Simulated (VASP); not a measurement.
# Sn4HO8 (a cell with a defect) in VASP: single point with PBE

Aim: the single point of Sn4HO8 (a cell with a defect) with PBE.

All numbers are computed with VASP 6.6.1; they aren't measurements. Logs are shortened: lines on timing, memory, paths and dates and some standing lists are left out, and cuts for length are marked.

**1. The cell of the first run**

The cell holds a defect, 13 atoms: a = 5.812 Å, b = 5.812 Å, c = 5.814 Å, α = 108.08°, β = 108.08°, γ = 112.28°.

**2. Single point, PBE**

The input, INCAR:

```
SYSTEM = Sn4HO8
  ALGO = Normal
  EDIFF = 1E-6
  ENCUT = 520
  GGA = PE
  ISIF = 2
  ISMEAR = 0
  LASPH = .TRUE.
  LCHARG = .TRUE.
  LELF = .TRUE.
  LREAL = .FALSE.
  LVHAR = .TRUE.
  LWAVE = .FALSE.
  NBANDS = 64
  NELM = 100
  PREC = Accurate
  SIGMA = 0.02
```

The input, KPOINTS:

```
k-points
0
G
  3 3 3
  0 0 0
```

The input, POSCAR:

```
Sn4HO8
1.0
   -4.8265176449      0.0000000000      3.2381666583
    4.8265176449      0.0000000000      3.2381666583
    0.0000000000      4.8283676020     -3.2381666583
Sn O H
4 8 1
Direct
    0.2351025132      0.7540795862      0.4891818922
    0.7648975808      0.2459205078      0.5108181902
    0.0000000000      0.0000000000      0.0000000000
    0.5000000528      0.5000000528      0.0000000000
   -0.0398889757      0.3009451662      0.2699630822
    0.4690176072      0.8098521635      0.2699630822
    0.9347425612      0.7793514376      0.2140943038
    0.4578008915      0.3225630144      0.2803636988
    0.5421990989      0.6774369760      0.7196361765
    0.0652575328      0.2206486564      0.7859057787
    1.0398888118      0.6990546698      0.7300367931
    0.5309823832      0.1901478269      0.7300367931
    0.4999999698      0.4999999698      0.5000000412
```

Potentials or basis: VASP PAW PBE potentials, release 64 (Sn_d, O, H).

Started as:

```
> cat potpaw_PBE.64/Sn_d/POTCAR potpaw_PBE.64/O/POTCAR potpaw_PBE.64/H/POTCAR > POTCAR
> mpirun -np 1 vasp_std > vasp.out
```

OUTCAR:

```text
SYSTEM = Sn4HO8
   EDIFF = 1E-6
   ENCUT = 520
   GGA = PE
   ISIF = 2
   ISMEAR = 0
   LASPH = .TRUE.
   LREAL = .FALSE.
   NELM = 100
   PREC = Accurate

 ion  position               nearest neighbor table
   1  0.235  0.754  0.489-   7 2.06  12 2.08  11 2.08   6 2.14   5 2.14   9 2.16   2 3.25   2 3.25
                             3 3.69   4 3.69   4 3.75   3 3.75
   2  0.765  0.246  0.511-  10 2.06   6 2.08   5 2.08  12 2.14  11 2.14   8 2.16   1 3.25   1 3.25
                             3 3.69   4 3.69   4 3.75   3 3.75
   3  0.000  0.000  0.000-   7 2.06  10 2.06   5 2.10  11 2.10   8 2.21   9 2.21   4 3.24   4 3.24
                             2 3.69   1 3.69   1 3.75   2 3.75
   4  0.500  0.500  0.000-   7 2.06  10 2.06   6 2.10  12 2.10   8 2.21   9 2.21   3 3.24   3 3.24
                             2 3.69   1 3.69   1 3.75   2 3.75
   5  0.960  0.301  0.270-   2 2.08   3 2.10   1 2.14
   6  0.469  0.810  0.270-   2 2.08   4 2.10   1 2.14
   7  0.935  0.779  0.214-   1 2.06   4 2.06   3 2.06
   8  0.458  0.323  0.280-  13 1.25   2 2.16   4 2.21   3 2.21
   9  0.542  0.677  0.720-  13 1.25   1 2.16   4 2.21   3 2.21
  10  0.065  0.221  0.786-   2 2.06   4 2.06   3 2.06
  11  0.040  0.699  0.730-   1 2.08   3 2.10   2 2.14
  12  0.531  0.190  0.730-   1 2.08   4 2.10   2 2.14
  13  0.500  0.500  0.500-   9 1.25   8 1.25

  LATTYP: Found a face centered orthorhombic cell.
 ALAT       =     6.4763333166
 B/A-ratio  =     1.4905093388
 C/A-ratio  =     1.4910806365

  Lattice vectors:

 A1 = (   4.8265176449,   4.8283676020,   0.0000000000)
 A2 = (   0.0000000000,   4.8283676020,   3.2381666583)
 A3 = (   4.8265176449,   0.0000000000,   3.2381666583)

Analysis of symmetry for initial positions (statically):
=====================================================================
 Subroutine PRICEL returns:
 Original cell was already a primitive cell.

 Routine SETGRP: Setting up the symmetry group for a
 face centered orthorhombic supercell.

 Subroutine GETGRP returns: Found  4 space group operations
 (whereof  2 operations were pure point group operations)
 out of a pool of  8 trial point group operations.

The static configuration has the point symmetry S_2 .
 The point group associated with its full space group is C_2h.

Analysis of symmetry for dynamics (positions and initial velocities):
=====================================================================
 Subroutine PRICEL returns:
 Original cell was already a primitive cell.

 Routine SETGRP: Setting up the symmetry group for a
 face centered orthorhombic supercell.

 Subroutine GETGRP returns: Found  4 space group operations
 (whereof  2 operations were pure point group operations)
 out of a pool of  8 trial point group operations.

The dynamic configuration has the point symmetry S_2 .
 The point group associated with its full space group is C_2h.

 Subroutine INISYM returns: Found  4 space group operations
 (whereof  2 operations are pure point group operations),
 and found     1 'primitive' translations

----------------------------------------------------------------------------------------

                                     Primitive cell

  volume of cell :     150.9258

  direct lattice vectors                    reciprocal lattice vectors
    -4.826517645  0.000000000  3.238166658    -0.103594359  0.103554667  0.154408359
     4.826517645  0.000000000  3.238166658     0.103594359  0.103554667  0.154408359
     0.000000000  4.828367602 -3.238166658     0.000000000  0.207109334  0.000000000

  length of vectors
     5.812142108  5.812142108  5.813678440     0.212831627  0.212831627  0.207109334

  position of ions in fractional coordinates (direct lattice)
     0.235102513  0.754079586  0.489181892
     0.764897581  0.245920508  0.510818190
     0.000000000  0.000000000  0.000000000
     0.500000053  0.500000053  0.000000000
     0.960111024  0.300945166  0.269963082
     0.469017607  0.809852163  0.269963082
[... 25 lines left out ...]

 KPOINTS: k-points

Automatic generation of k-mesh.
 Grid dimensions read from file:
 generate k-points for:    3    3    3

 Generating k-lattice:

  Cartesian coordinates                     Fractional coordinates (reciprocal lattice)
    -0.034531453  0.034518222  0.051469453     0.333333333  0.000000000  0.000000000
     0.034531453  0.034518222  0.051469453     0.000000000  0.333333333  0.000000000
     0.000000000  0.069036445  0.000000000     0.000000000  0.000000000  0.333333333

  Length of vectors
     0.070943876  0.070943876  0.069036445

  Shift w.r.t. Gamma in fractional coordinates (k-lattice)
     0.000000000  0.000000000  0.000000000

 Subroutine IBZKPT returns following result:
 ===========================================

 Found     10 irreducible k-points:

 Following reciprocal coordinates:
            Coordinates               Weight
  0.000000  0.000000  0.000000      1.000000
  0.333333  0.000000  0.000000      4.000000
 -0.000000 -0.333333  0.000000      4.000000
  0.333333  0.333333  0.000000      4.000000
 -0.333333  0.333333  0.000000      2.000000
  0.000000  0.000000  0.333333      2.000000
  0.333333  0.000000  0.333333      4.000000
 -0.333333  0.333333  0.333333      2.000000
 -0.333333  0.333333 -0.333333      2.000000
 -0.333333 -0.333333  0.333333      2.000000
   k-points           NKPTS =     10   k-points in BZ     NKDIM =     10   number of bands    NBANDS=     64
   number of dos      NEDOS =    301   number of ions     NIONS =     13
   total plane-waves  NPLWV = 110592
   dimension x,y,z NGX =    48 NGY =   48 NGZ =   48
   dimension x,y,z NGXF=    96 NGYF=   96 NGZF=   96
   ions per type =               4   8   1
   NGX,Y,Z   is equivalent  to a cutoff of  13.73, 13.73, 13.73 a.u.
   NGXF,Y,Z  is equivalent  to a cutoff of  27.46, 27.46, 27.45 a.u.
 SYSTEM =  Sn4HO8
   PREC   = accura    normal or accurate (medium, high low for compatibility)
   ISTART =      0    job   : 0-new  1-cont  2-samecut
   ICHARG =      2    charge: 1-file 2-atom 10-const
   ISPIN  =      1    spin polarized calculation?
   LNONCOLLINEAR =      F non collinear calculations
   LSORBIT =      F    spin-orbit coupling
   LASPH  =      T    aspherical Exc in radial PAW
   ENCUT  =  520.0 eV  38.22 Ry    6.18 a.u.  10.81 10.81 10.81*2*pi/ulx,y,z
   NELM   =    100;   NELMIN=  2; NELMDL= -5     # of ELM steps
   EDIFF  = 0.1E-05   stopping-criterion for ELM
   LREAL  =      F    real-space projection
   EDIFFG = 0.1E-04   stopping-criterion for IOM
   NSW    =      0    number of steps for IOM
   IBRION =     -1    ionic relax: 0-MD 1-quasi-New 2-CG
   NFREE  =      0    steps in history (QN), initial steepest desc. (CG)
   ISIF   =      2    stress and relaxation
   ISYM   =      2    0-nonsym 1-usesym 2-fastsym
   POTIM  = 0.5000    time-step for ionic-motion
   TEBEG  =    0.0;   TEEND  =   0.0 temperature during run
   PSTRESS=    0.0 pullay stress
   NELECT =     105.0000    total number of electrons
   NUPDOWN=      -1.0000    fix difference up-down
   EMIN   =  10.00;   EMAX   =-10.00  energy-range for DOS
   EFERMI =   0.00;   METHOD = LEGACY
   ISMEAR =     0;   SIGMA  =   0.02  broadening in eV -4-tet -1-fermi 0-gaus
   EFERMI_NEDOS =   21; number of points for ismear=-14 and -15
   IALGO  =     38    algorithm
   IMIX   =      4    mixing-type and parameters
     AMIX     =   0.40;   BMIX     =  1.00
     AMIX_MAG =   1.60;   BMIX_MAG =  1.00
  volume/ion in A,a.u.               =      11.61        78.35
  Fermi-wavevector in a.u.,A,eV,Ry     =   1.450608  2.741252 28.630251  2.104264
  Thomas-Fermi vector in A             =   2.568201
   LORBIT       =      0    0 simple, 1 ext, 2 COOP (PROOUT), +10 PAW based schemes
   GGA     = PE    functional components
   LHFCALC =     F    Hartree Fock is set to
   AEXX    =    0.0000 exact exchange contribution
   IVDW    =     0    specifies the selected vdW correction
   LEPSILON=     F    determine dielectric tensor
   LRPA    =     F    only Hartree local field effects (RPA)
 non-spin polarized calculation
 Gauss-broadening in eV      SIGMA  =   0.02
  energy-cutoff  :      520.00
  volume of cell :      150.93
 maximum number of plane-waves:      4076
 NGX is ok and might be reduce to    48
   NGX = 21   NGY = 21   NGZ = 21

 number of electron     104.9999986 magnetization

 Free energy of the ion-electron system (eV)
  ---------------------------------------------------
  ext. energy  EPLUGINS =         0.00000000
  ---------------------------------------------------
  free energy    TOTEN  =       -77.13877879 eV

  energy without entropy =      -77.13811301  energy(sigma->0) =      -77.13844590

 E-fermi :   8.9387     XC(G=0): -11.1020

 val. band max:        8.3929526308   @ k =  -0.0000  -0.3333   0.0000
 cond. band min:       8.9482751334   @ k =  -0.3333   0.3333  -0.3333
 fundamental gap:      0.5553225025
 Fermi energy:         8.9387364078

 k-point     1 :       0.0000    0.0000    0.0000
  band No.  band energies     occupation
      1     -15.1806      2.00000
      2     -14.9638      2.00000
      3     -14.7669      2.00000
      4     -14.5124      2.00000
      5     -14.4620      2.00000
      6     -14.4297      2.00000
[... 659 lines left out ...]
     63      15.6343      0.00000
     64      15.7623      0.00000

------------------------ aborting loop because EDIFF is reached ----------------------------------------

  FORCE on cell =-STRESS in cart. coord.  units (eV):
  Direction    XX          YY          ZZ          XY          YZ          ZX
  --------------------------------------------------------------------------------------
  -------------------------------------------------------------------------------------
  Total        9.7714626      3.2077549      9.4991448     -3.7141953      0.0000000      0.0000000
  in kB      103.7305639     34.0524478    100.8397301    -39.4286491      0.0000000      0.0000000
  external PRESSURE =      79.5409139 kB  Pullay stress =       0.0000000 kB

 VOLUME and BASIS-vectors are now :
 -----------------------------------------------------------------------------
  energy-cutoff  :      520.00
  volume of cell :      150.93
      direct lattice vectors                 reciprocal lattice vectors
    -4.826517645  0.000000000  3.238166658    -0.103594359  0.103554667  0.154408359
     4.826517645  0.000000000  3.238166658     0.103594359  0.103554667  0.154408359
     0.000000000  4.828367602 -3.238166658     0.000000000  0.207109334  0.000000000

 POSITION                                       TOTAL-FORCE (eV/Angst)
 -----------------------------------------------------------------------------------
      2.50485      2.36195      1.61908        -0.014363      0.012324     -0.000000
     -2.50485      2.46642      1.61908         0.014363     -0.012324      0.000000
      0.00000      0.00000      0.00000        -0.000000      0.000000     -0.000000
      0.00000      0.00000      3.23817        -0.000000      0.000000     -0.000000
     -3.18148      1.30348      3.20932         0.003564     -0.016109      0.009488
      1.64504      1.30348      3.26701         0.003564     -0.016109     -0.009488
     -0.75000      1.03373      4.85725         0.013706      0.009374      0.000000
     -0.65273      1.35370      1.61908         0.000946      0.012078      0.000000
      0.65273      3.47467      1.61908        -0.000946     -0.012078     -0.000000
      0.75000      3.79464     -1.61908        -0.013706     -0.009374     -0.000000
      3.18148      3.52489      0.02884        -0.003564      0.016109     -0.009488
     -1.64504      3.52489     -0.02884        -0.003564      0.016109      0.009488
      0.00000      2.41418      1.61908        -0.000000      0.000000     -0.000000
 -----------------------------------------------------------------------------------
    total drift:                               -0.000321      0.003792     -0.003176

  FREE ENERGIE OF THE ION-ELECTRON SYSTEM (eV)
  ---------------------------------------------------
  free  energy   TOTEN  =       -77.1387787918 eV

  energy  without entropy=      -77.1381130082  energy(sigma->0) =      -77.13844590
```

It took 88 s on 1 thread of Intel Xeon 6975P-C (Granite Rapids), shared host; peak memory 0.35 GiB.

What came out:

```
Free energy            : -77.1388 eV
Pressure               : 8.0 GPa
Largest force          : 0.019 eV/Å
Band gap on the k mesh : zero (an odd number of electrons rules out a gap without spin polarisation)
```

Forces on the atoms (eV/Å):
```
Sn  -0.014  0.012  0.000
Sn   0.014 -0.012  0.000
Sn   0.000  0.000  0.000
Sn   0.000  0.000  0.000
O    0.004 -0.016  0.009
O    0.004 -0.016 -0.009
O    0.014  0.009  0.000
O    0.001  0.012  0.000
O   -0.001 -0.012  0.000
O   -0.014 -0.009  0.000
O   -0.004  0.016 -0.009
O   -0.004  0.016  0.009
H    0.000  0.000  0.000
```

Stress tensor (GPa, compression positive):
```
10.37 -3.94  0.00
-3.94  3.41  0.00
 0.00  0.00 10.08
```

Caveat: the k points lie up to 0.45 Å⁻¹ apart, too coarse for converged energies and pressures of a metal; spin-orbit coupling is left out, which moves the levels of the heavy elements; an odd number of electrons without spin polarisation forces a metal; a magnetic or distorted state may lie lower.
